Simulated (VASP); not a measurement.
# Cd (P6_3/mmc) in VASP: single point with PBE

Aim: the single point of Cd with PBE.

Everything below comes from runs of VASP 6.6.1. Logs are shortened: lines on timing, memory, paths and dates and some standing lists are left out, and cuts for length are marked.

## 1. The cell of the first run

The structure is hexagonal, space group P6_3/mmc (No. 194). The conventional cell has a = 2.979 Å, b = 2.979 Å, c = 5.618 Å, α = 90.00°, β = 90.00°, γ = 120.00°. Within 3.9 Å of Cd (site symmetry -6m2) lie 12 Cd at 2.98 to 3.29 Å.

## 2. Single point, PBE

INCAR

```
PREC     = Accurate       # precision mode
ENCUT    = 520            # plane-wave cutoff, eV
EDIFF    = 1E-6           # SCF threshold, eV
ISMEAR   = 0              # smearing method
SIGMA    = 0.15           # smearing width, eV
LREAL    = False          # projectors in reciprocal space
LASPH    = True           # aspherical terms in the spheres
NELM     = 100            # most SCF steps
ALGO     = Fast           # electronic algorithm
ISIF     = 2              # what is computed and relaxed
LWAVE    = False          # write WAVECAR
LCHARG   = False          # write CHGCAR
GGA      = PE             # functional
NBANDS   = 19             # bands
```

KPOINTS

```
regular mesh
0
Gamma
  24 24 10
```

POSCAR

```
Cd
1.0
    2.9788725081      0.0000000000      0.0000000000
   -1.4894362540      2.5797792666      0.0000000000
    0.0000000000      0.0000000000      5.6176500000
Cd
2
Direct
    0.3333333333      0.6666666667      0.2500000000
    0.6666666667      0.3333333333      0.7500000000
```

Potentials or basis: VASP PAW PBE potentials, release 64 (Cd).

On the command line:

```sh
$ cat potpaw_PBE.64/Cd/POTCAR > POTCAR
$ mpirun -np 1 vasp_std > vasp.out
```

OUTCAR:

```text
PREC = Accurate
   ENCUT = 520
   EDIFF = 1E-6
   ISMEAR = 0
   LREAL = False
   LASPH = True
   NELM = 100
   ISIF = 2
   GGA = PE

 ion  position               nearest neighbor table
   1  0.333  0.667  0.250-   2 3.29   2 3.29   2 3.29   2 3.29   2 3.29   2 3.29
   2  0.667  0.333  0.750-   1 3.29   1 3.29   1 3.29   1 3.29   1 3.29   1 3.29

  LATTYP: Found a hexagonal cell.
 ALAT       =     2.9788725081
 C/A-ratio  =     1.8858309594

  Lattice vectors:

 A1 = (   2.9788725081,   0.0000000000,   0.0000000000)
 A2 = (  -1.4894362540,   2.5797792666,   0.0000000000)
 A3 = (   0.0000000000,   0.0000000000,   5.6176500000)

Analysis of symmetry for initial positions (statically):
=====================================================================
 Subroutine PRICEL returns:
 Original cell was already a primitive cell.

 Routine SETGRP: Setting up the symmetry group for a
 hexagonal supercell.

 Subroutine GETGRP returns: Found 24 space group operations
 (whereof 12 operations were pure point group operations)
 out of a pool of 24 trial point group operations.

The static configuration has the point symmetry D_3d.
 The point group associated with its full space group is D_6h.

Analysis of symmetry for dynamics (positions and initial velocities):
=====================================================================
 Subroutine PRICEL returns:
 Original cell was already a primitive cell.

 Routine SETGRP: Setting up the symmetry group for a
 hexagonal supercell.

 Subroutine GETGRP returns: Found 24 space group operations
 (whereof 12 operations were pure point group operations)
 out of a pool of 24 trial point group operations.

The dynamic configuration has the point symmetry D_3d.
 The point group associated with its full space group is D_6h.

 Subroutine INISYM returns: Found 24 space group operations
 (whereof 12 operations are pure point group operations),
 and found     1 'primitive' translations

----------------------------------------------------------------------------------------

                                     Primitive cell

  volume of cell :      43.1707

  direct lattice vectors                    reciprocal lattice vectors
     2.978872508  0.000000000  0.000000000     0.335697482  0.193815032  0.000000000
    -1.489436254  2.579779267  0.000000000     0.000000000  0.387630063  0.000000000
     0.000000000  0.000000000  5.617650000     0.000000000  0.000000000  0.178010378

  length of vectors
     2.978872508  2.978872508  5.617650000     0.387630063  0.387630063  0.178010378

  position of ions in fractional coordinates (direct lattice)
     0.333333333  0.666666667  0.250000000
     0.666666667  0.333333333  0.750000000

  ion indices of the primitive-cell ions
   primitive index   ion index
                 1           1
                 2           2

----------------------------------------------------------------------------------------

 KPOINTS: regular mesh

Automatic generation of k-mesh.
 Grid dimensions read from file:
 generate k-points for:   24   24   10

 Generating k-lattice:

  Cartesian coordinates                     Fractional coordinates (reciprocal lattice)
     0.013987395  0.008075626  0.000000000     0.041666667  0.000000000  0.000000000
     0.000000000  0.016151253  0.000000000     0.000000000  0.041666667  0.000000000
     0.000000000  0.000000000  0.017801038     0.000000000  0.000000000  0.100000000

  Length of vectors
     0.016151253  0.016151253  0.017801038

  Shift w.r.t. Gamma in fractional coordinates (k-lattice)
     0.000000000  0.000000000  0.000000000

 Subroutine IBZKPT returns following result:
 ===========================================

 Found    366 irreducible k-points:

 Following reciprocal coordinates:
            Coordinates               Weight
  0.000000  0.000000  0.000000      1.000000
  0.041667 -0.000000  0.000000      6.000000
  0.083333 -0.000000  0.000000      6.000000
  0.125000 -0.000000  0.000000      6.000000
  0.166667  0.000000  0.000000      6.000000
  0.208333 -0.000000  0.000000      6.000000
[... 16 lines left out ...]
  0.416667  0.041667  0.000000     12.000000
  0.458333  0.041667  0.000000     12.000000
 [... further k-points ...]
   k-points           NKPTS =    366   k-points in BZ     NKDIM =    366   number of bands    NBANDS=     19
   number of dos      NEDOS =    301   number of ions     NIONS =      2
   total plane-waves  NPLWV =  24192
   dimension x,y,z NGX =    24 NGY =   24 NGZ =   42
   dimension x,y,z NGXF=    48 NGYF=   48 NGZF=   84
   ions per type =               2
   NGX,Y,Z   is equivalent  to a cutoff of  13.39, 13.39, 12.43 a.u.
   NGXF,Y,Z  is equivalent  to a cutoff of  26.79, 26.79, 24.86 a.u.
 SYSTEM =  unknown system
   PREC   = accura    normal or accurate (medium, high low for compatibility)
   ISTART =      0    job   : 0-new  1-cont  2-samecut
   ICHARG =      2    charge: 1-file 2-atom 10-const
   ISPIN  =      1    spin polarized calculation?
   LNONCOLLINEAR =      F non collinear calculations
   LSORBIT =      F    spin-orbit coupling
   LASPH  =      T    aspherical Exc in radial PAW
   ENCUT  =  520.0 eV  38.22 Ry    6.18 a.u.   5.54  5.54 10.45*2*pi/ulx,y,z
   NELM   =    100;   NELMIN=  2; NELMDL= -5     # of ELM steps
   EDIFF  = 0.1E-05   stopping-criterion for ELM
   LREAL  =      F    real-space projection
   EDIFFG = 0.1E-04   stopping-criterion for IOM
   NSW    =      0    number of steps for IOM
   IBRION =     -1    ionic relax: 0-MD 1-quasi-New 2-CG
   NFREE  =      0    steps in history (QN), initial steepest desc. (CG)
   ISIF   =      2    stress and relaxation
   ISYM   =      2    0-nonsym 1-usesym 2-fastsym
   POTIM  = 0.5000    time-step for ionic-motion
   TEBEG  =    0.0;   TEEND  =   0.0 temperature during run
   PSTRESS=    0.0 pullay stress
   NELECT =      24.0000    total number of electrons
   NUPDOWN=      -1.0000    fix difference up-down
   EMIN   =  10.00;   EMAX   =-10.00  energy-range for DOS
   EFERMI =   0.00;   METHOD = LEGACY
   ISMEAR =     0;   SIGMA  =   0.15  broadening in eV -4-tet -1-fermi 0-gaus
   EFERMI_NEDOS =   21; number of points for ismear=-14 and -15
   IALGO  =     68    algorithm
   IMIX   =      4    mixing-type and parameters
     AMIX     =   0.40;   BMIX     =  1.00
     AMIX_MAG =   1.60;   BMIX_MAG =  1.00
  volume/ion in A,a.u.               =      21.59       145.67
  Fermi-wavevector in a.u.,A,eV,Ry     =   1.346115  2.543789 24.654109  1.812026
  Thomas-Fermi vector in A             =   2.473973
   LORBIT       =      0    0 simple, 1 ext, 2 COOP (PROOUT), +10 PAW based schemes
   GGA     = PE    functional components
   LHFCALC =     F    Hartree Fock is set to
   AEXX    =    0.0000 exact exchange contribution
   IVDW    =     0    specifies the selected vdW correction
   LEPSILON=     F    determine dielectric tensor
   LRPA    =     F    only Hartree local field effects (RPA)
 non-spin polarized calculation
 RMM-DIIS sequential band-by-band and
 Gauss-broadening in eV      SIGMA  =   0.15
  energy-cutoff  :      520.00
  volume of cell :       43.17
 maximum number of plane-waves:      1191
 NGX is ok and might be reduce to    24
   NGX = 11   NGY = 11   NGZ = 21

 number of electron      23.9999993 magnetization

 Free energy of the ion-electron system (eV)
  ---------------------------------------------------
  ext. energy  EPLUGINS =         0.00000000
  ---------------------------------------------------
  free energy    TOTEN  =        -1.47144055 eV

  energy without entropy =       -1.46711016  energy(sigma->0) =       -1.46927535

 E-fermi :   2.9958     XC(G=0): -11.0333

 val. band max:        2.9784054788   @ k =   0.3750   0.2500   0.4000
 cond. band min:       3.0125066225   @ k =   0.3333   0.3333   0.0000
 fundamental gap:      0.0341011436
 Fermi energy:         2.9957637590

 k-point     1 :       0.0000    0.0000    0.0000
  band No.  band energies     occupation
      1      -6.9170      2.00000
      2      -6.6507      2.00000
      3      -6.2866      2.00000
      4      -6.2866      2.00000
      5      -6.2355      2.00000
      6      -6.2355      2.00000
[... 11 lines left out ...]
     18      17.8635      0.00000
     19      18.7075      0.00000

 k-point     2 :       0.0417   -0.0000    0.0000
  band No.  band energies     occupation
      1      -6.8984      2.00000
      2      -6.6328      2.00000
      3      -6.2935      2.00000
      4      -6.2704      2.00000
      5      -6.2420      2.00000
      6      -6.2199      2.00000
[... 11 lines left out ...]
     18      17.8526      0.00000
     19      18.9525      0.00000

 k-point     3 :       0.0833   -0.0000    0.0000
  band No.  band energies     occupation
      1      -6.8468      2.00000
      2      -6.5879      2.00000
      3      -6.3114      2.00000
      4      -6.2597      2.00000
      5      -6.2227      2.00000
      6      -6.1739      2.00000
[... 11 lines left out ...]
     18      17.8239      0.00000
     19      19.1655      0.00000

 k-point     4 :       0.1250   -0.0000    0.0000
  band No.  band energies     occupation
      1      -6.7779      2.00000
      2      -6.5371      2.00000
      3      -6.3406      2.00000
      4      -6.2686      2.00000
      5      -6.1459      2.00000
      6      -6.0999      2.00000
[... 11 lines left out ...]
     18      17.6189      0.00000
     19      18.4267      0.00000

 k-point     5 :       0.1667    0.0000    0.0000
  band No.  band energies     occupation
      1      -6.7283      2.00000
      2      -6.4928      2.00000
      3      -6.3817      2.00000
      4      -6.2334      2.00000
      5      -6.0442      2.00000
      6      -6.0020      2.00000
[... 11 lines left out ...]
     18      16.8283      0.00000
     19      17.0469      0.00000

 k-point     6 :       0.2083   -0.0000    0.0000
  band No.  band energies     occupation
      1      -6.7351      2.00000
      2      -6.4992      2.00000
      3      -6.3610      2.00000
      4      -6.1545      2.00000
      5      -6.1173      2.00000
      6      -5.9232      2.00000
[... 11 lines left out ...]
     18      15.9573      0.00000
     19      16.4518      0.00000

 k-point     7 :       0.2500   -0.0000    0.0000
  band No.  band energies     occupation
      1      -6.7846      2.00000
      2      -6.5662      2.00000
      3      -6.2714      2.00000
      4      -6.2511      2.00000
      5      -6.0464      2.00000
      6      -5.9541      2.00000
[... 11 lines left out ...]
     18      15.9199      0.00000
     19      16.2389      0.00000

 k-point     8 :       0.2917   -0.0000    0.0000
  band No.  band energies     occupation
      1      -6.8502      2.00000
      2      -6.6416      2.00000
      3      -6.3785      2.00000
      4      -6.1796      2.00000
      5      -6.0283      2.00000
      6      -5.9496      2.00000
[... 256 lines left out ...]
 k-point    20 :       0.2917    0.0417    0.0000
  band No.  band energies     occupation
      1      -6.8664      2.00000
      2      -6.6602      2.00000
      3      -6.4361      2.00000
      4      -6.1443      2.00000
      5      -6.0779      2.00000
      6      -5.9574      2.00000
[... 11 lines left out ...]
     18      16.5364      0.00000
     19      16.7642      0.00000

 k-point    21 :       0.3333    0.0417    0.0000
  band No.  band energies     occupation
      1      -6.9304      2.00000
      2      -6.7270      2.00000
      3      -6.5372      2.00000
      4      -6.1312      2.00000
      5      -6.0676      2.00000
      6      -5.9932      2.00000
[... 11 lines left out ...]
     18      16.2724      0.00000
     19      16.3889      0.00000

 k-point    22 :       0.3750    0.0417    0.0000
  band No.  band energies     occupation
      1      -6.9836      2.00000
      2      -6.7813      2.00000
      3      -6.6160      2.00000
      4      -6.1747      2.00000
      5      -6.0209      2.00000
      6      -6.0072      2.00000
[... 11 lines left out ...]
     18      15.8875      0.00000
     19      16.2793      0.00000

 k-point    23 :       0.4167    0.0417    0.0000
  band No.  band energies     occupation
      1      -7.0216      2.00000
      2      -6.8195      2.00000
      3      -6.6697      2.00000
      4      -6.2054      2.00000
      5      -6.0399      2.00000
      6      -5.9652      2.00000
[... 11 lines left out ...]
     18      15.6210      0.00000
     19      16.2144      0.00000

 k-point    24 :       0.4583    0.0417    0.0000
  band No.  band energies     occupation
      1      -7.0412      2.00000
      2      -6.8393      2.00000
      3      -6.6969      2.00000
      4      -6.2213      2.00000
      5      -6.0496      2.00000
      6      -5.9435      2.00000
[... 11 lines left out ...]
     18      15.4850      0.00000
     19      16.2248      0.00000

 [... further k-points ...]

------------------------ aborting loop because EDIFF is reached ----------------------------------------

  FORCE on cell =-STRESS in cart. coord.  units (eV):
  Direction    XX          YY          ZZ          XY          YZ          ZX
  --------------------------------------------------------------------------------------
  -------------------------------------------------------------------------------------
  Total        0.9274516      0.9274516      0.7645732      0.0000000     -0.0000000      0.0000000
  in kB       34.4201445     34.4201445     28.3753037      0.0000000     -0.0000000      0.0000000
  external PRESSURE =      32.4051976 kB  Pullay stress =       0.0000000 kB

 VOLUME and BASIS-vectors are now :
 -----------------------------------------------------------------------------
  energy-cutoff  :      520.00
  volume of cell :       43.17
      direct lattice vectors                 reciprocal lattice vectors
     2.978872508  0.000000000  0.000000000     0.335697482  0.193815032  0.000000000
    -1.489436254  2.579779267  0.000000000     0.000000000  0.387630063  0.000000000
     0.000000000  0.000000000  5.617650000     0.000000000  0.000000000  0.178010378

 POSITION                                       TOTAL-FORCE (eV/Angst)
 -----------------------------------------------------------------------------------
     -0.00000      1.71985      1.40441         0.000000     -0.000000      0.000000
      1.48944      0.85993      4.21324        -0.000000      0.000000      0.000000
 -----------------------------------------------------------------------------------
    total drift:                                0.000000     -0.000000      0.000000

  FREE ENERGIE OF THE ION-ELECTRON SYSTEM (eV)
  ---------------------------------------------------
  free  energy   TOTEN  =        -1.4714405459 eV

  energy  without entropy=       -1.4671101567  energy(sigma->0) =       -1.46927535
```

Wall time 5 min (1 thread of AMD EPYC 7R43 (Zen 3), shared host); peak memory 0.31 GiB.

What came out:

* Free energy: -1.4714 eV
* Pressure: 3.2 GPa
* Band gap on the k mesh: zero (bands 12 and 13 overlap by 4.45 eV)

Levels at points of the mesh, in eV from the Fermi level:
| k point | band 9 | band 10 | band 11 | band 12 | band 13 | band 14 | band 15 | band 16 |
| --- | --- | --- | --- | --- | --- | --- | --- | --- |
| (0.00, 0.00, 0.00) | -8.76 | -8.51 | -8.51 | -3.06 | -3.05 | 10.55 | 14.44 | 14.86 |
| (0.50, 0.00, 0.00) | -8.25 | -8.22 | -2.36 | -1.86 | 1.97 | 3.01 | 3.17 | 5.23 |
| (0.00, 0.00, 0.50) | -8.62 | -8.62 | -7.39 | -7.39 | 3.70 | 3.70 | 14.77 | 14.77 |
| (0.50, 0.00, 0.50) | -8.23 | -8.23 | -1.55 | -1.55 | 0.07 | 0.07 | 8.08 | 8.08 |

Caveat: the cell stands under pressure.

The gap in the log of VASP goes by the Fermi energy; the results here count the filled bands.